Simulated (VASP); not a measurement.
# TiCo (Pm-3m) in VASP: notebook

Aim: see how the results for TiCo move with the level of theory and the settings. Levels: LDA, PBEsol, RPBE, revPBE. Tasks: single point.

Program: VASP 6.6.1. These are calculated values, not measurements. Logs are shortened: lines on timing, memory, paths and dates and some standing lists are left out, and cuts for length are marked.

## (1) The cell of the first run

It takes space group Pm-3m (No. 221, cubic). Conventional cell: a = 2.903 Å, b = 2.903 Å, c = 2.903 Å, α = 90.00°, β = 90.00°, γ = 90.00°. Co (site symmetry m-3m) has 8 Ti at 2.51 Å and 6 Co at 2.90 Å within 3.3 Å. Within 3.3 Å of Ti (site symmetry m-3m) lie 8 Co at 2.51 Å and 6 Ti at 2.90 Å.

## (2) Single point, LDA, collinear spin, ferromagnetic start

INCAR reads:

```
PREC = Accurate ; ENCUT = 520
EDIFF = 1E-7 ; ISMEAR = -1
SIGMA = 0.05 ; LREAL = F
LASPH = T ; NELM = 150
ALGO = Normal ; ISIF = 2
LWAVE = F ; LCHARG = T
ISPIN = 2 ; MAGMOM = 2 1
LORBIT = 11 ; LMAXMIX = 4
LELF = T ; LVHAR = T
NBANDS = 22
```

KPOINTS reads:

```
Automatic mesh
0
Gamma
  9 9 9
```

POSCAR reads:

```
TiCo
1.0
    2.9033137268      0.0000000000      0.0000000000
    0.0000000000      2.9033137268      0.0000000000
    0.0000000000      0.0000000000      2.9033137268
Co Ti
1 1
Direct
    0.5000000000      0.5000000000      0.5000000000
    0.0000000000      0.0000000000      0.0000000000
```

Potentials or basis: VASP PAW LDA potentials, release 64 (Co, Ti_sv).

On the command line:

```bash
cat potpaw_LDA.64/Co/POTCAR potpaw_LDA.64/Ti_sv/POTCAR > POTCAR
mpirun -np 1 vasp_std > vasp.out
```

OUTCAR:

```text
PREC = Accurate
   ENCUT = 520
   EDIFF = 1E-7
   ISMEAR = -1
   LREAL = F
   LASPH = T
   NELM = 150
   ISIF = 2
   ISPIN = 2
   LORBIT = 11

 ion  position               nearest neighbor table
   1  0.500  0.500  0.500-   2 2.51   2 2.51   2 2.51   2 2.51   2 2.51   2 2.51   2 2.51   2 2.51

   2  0.000  0.000  0.000-   1 2.51   1 2.51   1 2.51   1 2.51   1 2.51   1 2.51   1 2.51   1 2.51

  LATTYP: Found a simple cubic cell.
 ALAT       =     2.9033137268

  Lattice vectors:

 A1 = (   2.9033137268,   0.0000000000,   0.0000000000)
 A2 = (   0.0000000000,   2.9033137268,   0.0000000000)
 A3 = (   0.0000000000,   0.0000000000,   2.9033137268)

Analysis of symmetry for initial positions (statically):
=====================================================================
 Subroutine PRICEL returns:
 Original cell was already a primitive cell.

 Routine SETGRP: Setting up the symmetry group for a
 simple cubic supercell.

 Subroutine GETGRP returns: Found 48 space group operations
 (whereof 48 operations were pure point group operations)
 out of a pool of 48 trial point group operations.

The static configuration has the point symmetry O_h .

Analysis of symmetry for dynamics (positions and initial velocities):
=====================================================================
 Subroutine PRICEL returns:
 Original cell was already a primitive cell.

 Routine SETGRP: Setting up the symmetry group for a
 simple cubic supercell.

 Subroutine GETGRP returns: Found 48 space group operations
 (whereof 48 operations were pure point group operations)
 out of a pool of 48 trial point group operations.

The dynamic configuration has the point symmetry O_h .

Analysis of structural, dynamic, and magnetic symmetry:
=====================================================================
 Subroutine PRICEL returns:
 Original cell was already a primitive cell.

 Routine SETGRP: Setting up the symmetry group for a
 simple cubic supercell.

 Subroutine GETGRP returns: Found 48 space group operations
 (whereof 48 operations were pure point group operations)
 out of a pool of 48 trial point group operations.

The overall configuration has the point symmetry O_h .

 Subroutine INISYM returns: Found 48 space group operations
 (whereof 48 operations are pure point group operations),
 and found     1 'primitive' translations

----------------------------------------------------------------------------------------

                                     Primitive cell

  volume of cell :      24.4727

  direct lattice vectors                    reciprocal lattice vectors
     2.903313727  0.000000000  0.000000000     0.344434014  0.000000000  0.000000000
     0.000000000  2.903313727  0.000000000     0.000000000  0.344434014  0.000000000
     0.000000000  0.000000000  2.903313727     0.000000000  0.000000000  0.344434014

  length of vectors
     2.903313727  2.903313727  2.903313727     0.344434014  0.344434014  0.344434014

  position of ions in fractional coordinates (direct lattice)
     0.500000000  0.500000000  0.500000000
     0.000000000  0.000000000  0.000000000

  ion indices of the primitive-cell ions
   primitive index   ion index
                 1           1
                 2           2

----------------------------------------------------------------------------------------

 KPOINTS: Automatic mesh

Automatic generation of k-mesh.
 Grid dimensions read from file:
 generate k-points for:    9    9    9

 Generating k-lattice:

  Cartesian coordinates                     Fractional coordinates (reciprocal lattice)
     0.038270446  0.000000000  0.000000000     0.111111111  0.000000000  0.000000000
     0.000000000  0.038270446  0.000000000     0.000000000  0.111111111  0.000000000
     0.000000000  0.000000000  0.038270446     0.000000000  0.000000000  0.111111111

  Length of vectors
     0.038270446  0.038270446  0.038270446

  Shift w.r.t. Gamma in fractional coordinates (k-lattice)
     0.000000000  0.000000000  0.000000000

 Subroutine IBZKPT returns following result:
 ===========================================

 Found     35 irreducible k-points:

 Following reciprocal coordinates:
            Coordinates               Weight
  0.000000  0.000000  0.000000      1.000000
  0.111111  0.000000  0.000000      6.000000
  0.222222  0.000000  0.000000      6.000000
  0.333333  0.000000  0.000000      6.000000
  0.444444  0.000000  0.000000      6.000000
  0.111111  0.111111  0.000000     12.000000
[... 16 lines left out ...]
  0.333333  0.333333  0.111111     24.000000
  0.444444  0.333333  0.111111     48.000000
 [... further k-points ...]
   k-points           NKPTS =     35   k-points in BZ     NKDIM =     35   number of bands    NBANDS=     22
   number of dos      NEDOS =    301   number of ions     NIONS =      2
   total plane-waves  NPLWV =  13824
   dimension x,y,z NGX =    24 NGY =   24 NGZ =   24
   dimension x,y,z NGXF=    48 NGYF=   48 NGZF=   48
   ions per type =               1   1
   NGX,Y,Z   is equivalent  to a cutoff of  13.74, 13.74, 13.74 a.u.
   NGXF,Y,Z  is equivalent  to a cutoff of  27.49, 27.49, 27.49 a.u.
 SYSTEM =  unknown system
   PREC   = accura    normal or accurate (medium, high low for compatibility)
   ISTART =      0    job   : 0-new  1-cont  2-samecut
   ICHARG =      2    charge: 1-file 2-atom 10-const
   ISPIN  =      2    spin polarized calculation?
   LNONCOLLINEAR =      F non collinear calculations
   LSORBIT =      F    spin-orbit coupling
   LASPH  =      T    aspherical Exc in radial PAW
   ENCUT  =  520.0 eV  38.22 Ry    6.18 a.u.   5.40  5.40  5.40*2*pi/ulx,y,z
   NELM   =    150;   NELMIN=  2; NELMDL= -5     # of ELM steps
   EDIFF  = 0.1E-06   stopping-criterion for ELM
   LREAL  =      F    real-space projection
   EDIFFG = 0.1E-05   stopping-criterion for IOM
   NSW    =      0    number of steps for IOM
   IBRION =     -1    ionic relax: 0-MD 1-quasi-New 2-CG
   NFREE  =      0    steps in history (QN), initial steepest desc. (CG)
   ISIF   =      2    stress and relaxation
   ISYM   =      2    0-nonsym 1-usesym 2-fastsym
   POTIM  = 0.5000    time-step for ionic-motion
   TEBEG  =    0.0;   TEEND  =   0.0 temperature during run
   PSTRESS=    0.0 pullay stress
   NELECT =      21.0000    total number of electrons
   NUPDOWN=      -1.0000    fix difference up-down
   EMIN   =  10.00;   EMAX   =-10.00  energy-range for DOS
   EFERMI =   0.00;   METHOD = LEGACY
   ISMEAR =    -1;   SIGMA  =   0.05  broadening in eV -4-tet -1-fermi 0-gaus
   EFERMI_NEDOS =   21; number of points for ismear=-14 and -15
   IALGO  =     38    algorithm
   IMIX   =      4    mixing-type and parameters
     AMIX     =   0.40;   BMIX     =  1.00
     AMIX_MAG =   1.60;   BMIX_MAG =  1.00
  volume/ion in A,a.u.               =      12.24        82.57
  Fermi-wavevector in a.u.,A,eV,Ry     =   1.555681  2.939811 32.928062  2.420144
  Thomas-Fermi vector in A             =   2.659587
   LORBIT       =     11    0 simple, 1 ext, 2 COOP (PROOUT), +10 PAW based schemes
   GGA     = CA    functional components
   LHFCALC =     F    Hartree Fock is set to
   AEXX    =    0.0000 exact exchange contribution
   IVDW    =     0    specifies the selected vdW correction
   LEPSILON=     F    determine dielectric tensor
   LRPA    =     F    only Hartree local field effects (RPA)
 spin polarized calculation
  energy-cutoff  :      520.00
  volume of cell :       24.47
 maximum number of plane-waves:       691
 NGX is ok and might be reduce to    24
   NGX = 11   NGY = 11   NGZ = 11

 number of electron      21.0000014 magnetization       0.3723439

 Free energy of the ion-electron system (eV)
  ---------------------------------------------------
  ext. energy  EPLUGINS =         0.00000000
  ---------------------------------------------------
  free energy    TOTEN  =       -17.60470250 eV

  energy without entropy =      -17.58618985  energy(sigma->0) =      -17.59544618

 E-fermi :  10.7678     XC(G=0): -13.3447

 val. band max:       10.7608201478   @ k =   0.3333   0.1111   0.0000
 cond. band min:      10.7829057472   @ k =   0.4444   0.2222   0.0000
 fundamental gap:      0.0220855994
 Fermi energy:        10.7678120820

 spin component 1

 k-point     1 :       0.0000    0.0000    0.0000
  band No.  band energies     occupation
      1     -45.5844      1.00000
      2     -22.0263      1.00000
      3     -22.0263      1.00000
      4     -22.0263      1.00000
      5       2.8312      1.00000
      6       6.4392      1.00000
[... 14 lines left out ...]
     21      31.9387      0.00000
     22      32.4231      0.00000
[... 552 lines left out ...]
  band No.  band energies     occupation
      1     -45.5002      1.00000
      2     -22.3720      1.00000
      3     -22.2764      1.00000
      4     -22.0132      1.00000
      5       6.3434      1.00000
      6       6.9739      1.00000
[... 14 lines left out ...]
     21      28.4959      0.00000
     22      31.8286      0.00000

 [... further k-points ...]

 spin component 2

 k-point     1 :       0.0000    0.0000    0.0000
  band No.  band energies     occupation
      1     -45.5694      1.00000
      2     -22.0117      1.00000
      3     -22.0117      1.00000
      4     -22.0117      1.00000
      5       2.8681      1.00000
      6       6.6435      1.00000
[... 14 lines left out ...]
     21      32.0138      0.00000
     22      32.4356      0.00000
[... 552 lines left out ...]
  band No.  band energies     occupation
      1     -45.4852      1.00000
      2     -22.3579      1.00000
      3     -22.2622      1.00000
      4     -21.9987      1.00000
      5       6.4653      1.00000
      6       7.1078      1.00000
[... 14 lines left out ...]
     21      28.5482      0.00000
     22      31.8636      0.00000

 [... further k-points ...]

------------------------ aborting loop because EDIFF is reached ----------------------------------------

  FORCE on cell =-STRESS in cart. coord.  units (eV):
  Direction    XX          YY          ZZ          XY          YZ          ZX
  --------------------------------------------------------------------------------------
  -------------------------------------------------------------------------------------
  Total       -0.0474945     -0.0474945     -0.0474945      0.0000000      0.0000000     -0.0000000
  in kB       -3.1093651     -3.1093651     -3.1093651      0.0000000      0.0000000     -0.0000000
  external PRESSURE =      -3.1093651 kB  Pullay stress =       0.0000000 kB

 VOLUME and BASIS-vectors are now :
 -----------------------------------------------------------------------------
  energy-cutoff  :      520.00
  volume of cell :       24.47
      direct lattice vectors                 reciprocal lattice vectors
     2.903313727  0.000000000  0.000000000     0.344434014  0.000000000  0.000000000
     0.000000000  2.903313727  0.000000000     0.000000000  0.344434014  0.000000000
     0.000000000  0.000000000  2.903313727     0.000000000  0.000000000  0.344434014

 POSITION                                       TOTAL-FORCE (eV/Angst)
 -----------------------------------------------------------------------------------
      1.45166      1.45166      1.45166         0.000000      0.000000      0.000000
      0.00000      0.00000      0.00000         0.000000      0.000000      0.000000
 -----------------------------------------------------------------------------------
    total drift:                                0.000000      0.000000     -0.000000

  FREE ENERGIE OF THE ION-ELECTRON SYSTEM (eV)
  ---------------------------------------------------
  free  energy   TOTEN  =       -17.6047025003 eV

  energy  without entropy=      -17.5861898524  energy(sigma->0) =      -17.59544618

 total charge

# of ion       s       p       d       tot
------------------------------------------
    1        0.560   0.491   7.413   8.464
    2        2.269   6.206   1.958  10.433
--------------------------------------------------
tot          2.829   6.697   9.371  18.896

 magnetization (x)

# of ion       s       p       d       tot
------------------------------------------
    1        0.017   0.002   0.341   0.360
    2       -0.000  -0.002   0.015   0.013
--------------------------------------------------
tot          0.017  -0.000   0.356   0.373
```

Run time: 37 s. Hardware: 1 thread of Intel Xeon 8259CL, shared host; peak memory 0.15 GiB.

Results:

| Item | Value |
| --- | --- |
| Free energy | -17.6047 eV |
| Pressure | -0.3 GPa |
| Net moment | 0.37 μB per cell |
| Site moments | Co +0.36; Ti +0.01 μB |
| Valence electrons inside the program's atomic spheres | Co 8.46; Ti 10.43 |

Levels at points of the mesh, in eV from the Fermi level:
Spin up:
```csv
k point,band 8,band 9,band 10,band 11,band 12,band 13
"(0.00, 0.00, 0.00)",-1.73,-1.73,-1.73,0.74,0.74,3.00
```
Spin down:
```tsv
k point	band 7	band 8	band 9	band 10	band 11	band 12	band 13	band 14
(0.00, 0.00, 0.00)	-4.12	-1.51	-1.51	-1.51	0.93	0.93	3.06	3.06
```

## (3) Single point, PBEsol, collinear spin, ferromagnetic start

This run uses another cell than the first one, of 12.68 Å³/atom.

INCAR reads:

```
SYSTEM = TiCo
PREC = Accurate
ENCUT = 520
EDIFF = 1E-6
ISMEAR = -1
SIGMA = 0.05
LREAL = .FALSE.
LASPH = .TRUE.
NELM = 150
ALGO = Normal
ISIF = 2
LWAVE = .FALSE.
LCHARG = .FALSE.
ISPIN = 2
MAGMOM = 2 1
LORBIT = 11
LMAXMIX = 4
GGA = PS
NBANDS = 22
```

KPOINTS reads:

```
regular mesh
0
G
  9 9 9
  0 0 0
```

POSCAR reads:

```
TiCo
1.0
    2.9379525435      0.0000000000      0.0000000000
    0.0000000000      2.9379525435      0.0000000000
    0.0000000000      0.0000000000      2.9379525435
Co Ti
1 1
Direct
    0.5000000000      0.5000000000      0.5000000000
    0.0000000000      0.0000000000      0.0000000000
```

Potentials or basis: VASP PAW PBE potentials, release 64 (Co, Ti_sv).

On the command line:

```bash
cat potpaw_PBE.64/Co/POTCAR potpaw_PBE.64/Ti_sv/POTCAR > POTCAR
mpirun -np 1 vasp_std > vasp.out
```

It took 68 s on 1 thread of Intel Xeon 8259CL, shared host; peak memory 0.17 GiB.

Results (log left out):

```
Free energy                                           : -16.9166 eV
Pressure                                              : -0.5 GPa
Net moment                                            : 0.57 μB per cell
Site moments                                          : Co +0.62; Ti -0.02 μB
Valence electrons inside the program's atomic spheres : Co 8.38; Ti 10.36
```

Levels at points of the mesh, in eV from the Fermi level:
Spin up:
| k point | band 6 | band 7 | band 8 | band 9 | band 10 | band 11 | band 12 | band 13 | band 14 | band 15 |
| --- | --- | --- | --- | --- | --- | --- | --- | --- | --- | --- |
| (0.00, 0.00, 0.00) | -4.30 | -4.30 | -1.82 | -1.82 | -1.82 | 0.59 | 0.59 | 2.85 | 2.85 | 2.85 |
Spin down:
| k point | band 7 | band 8 | band 9 | band 10 | band 11 | band 12 | band 13 | band 14 |
| --- | --- | --- | --- | --- | --- | --- | --- | --- |
| (0.00, 0.00, 0.00) | -3.89 | -1.44 | -1.44 | -1.44 | 0.95 | 0.95 | 2.92 | 2.92 |

Caveat: the PAW data sets were made with another functional, which shifts forces and pressure a little.

## (4) Single point, RPBE, collinear spin, ferromagnetic start

This run uses another cell than the first one, of 13.31 Å³/atom.

INCAR reads:

```
PREC = Accurate
ENCUT = 520
EDIFF = 1E-7
ISMEAR = -1
SIGMA = 0.05
LREAL = F
LASPH = T
NELM = 150
ALGO = Fast
ISIF = 2
LWAVE = F
LCHARG = F
ISPIN = 2
MAGMOM = 2 1
LORBIT = 11
LMAXMIX = 4
GGA = RP
NBANDS = 22
```

KPOINTS reads:

```
regular mesh
0
Gamma
  9 9 9
```

POSCAR reads:

```
TiCo
1.0
    2.9861109900      0.0000000000      0.0000000000
    0.0000000000      2.9861109900      0.0000000000
    0.0000000000      0.0000000000      2.9861109900
Co Ti
1 1
Direct
    0.5000000000      0.5000000000      0.5000000000
    0.0000000000      0.0000000000      0.0000000000
```

On the command line:

```bash
cat potpaw_PBE.64/Co/POTCAR potpaw_PBE.64/Ti_sv/POTCAR > POTCAR
mpirun -np 1 vasp_std > vasp.out
```

Run time: 83 s. Hardware: 1 thread of Intel Xeon 8259CL, shared host; peak memory 0.17 GiB.

The run converged. Its results:

```yaml
Free_energy: -14.7235 eV
Pressure: 3.6 GPa
Net_moment: 0.83 μB per cell
Site_moments: Co +0.94; Ti -0.04 μB
Valence_electrons_inside_the_program's_atomic_spheres: Co 8.29; Ti 10.28
```

Levels at points of the mesh, in eV from the Fermi level:
Spin up:
```tsv
k point	band 7	band 8	band 9	band 10	band 11	band 12	band 13	band 14	band 15	band 16
(0.00, 0.00, 0.00)	-4.20	-1.91	-1.91	-1.91	0.46	0.46	2.65	2.65	2.65	8.92
```
Spin down:
```
           k point  band 6  band 7  band 8  band 9  band 10  band 11  band 12  band 13  band 14  band 15
(0.00, 0.00, 0.00)   -3.52   -3.52   -1.35   -1.35    -1.35     1.02     1.02     2.74     2.74     2.74
```

Caveat: the cell stands under pressure; the PAW data sets were made with another functional, which shifts forces and pressure a little.

[end of part 1 of 2]
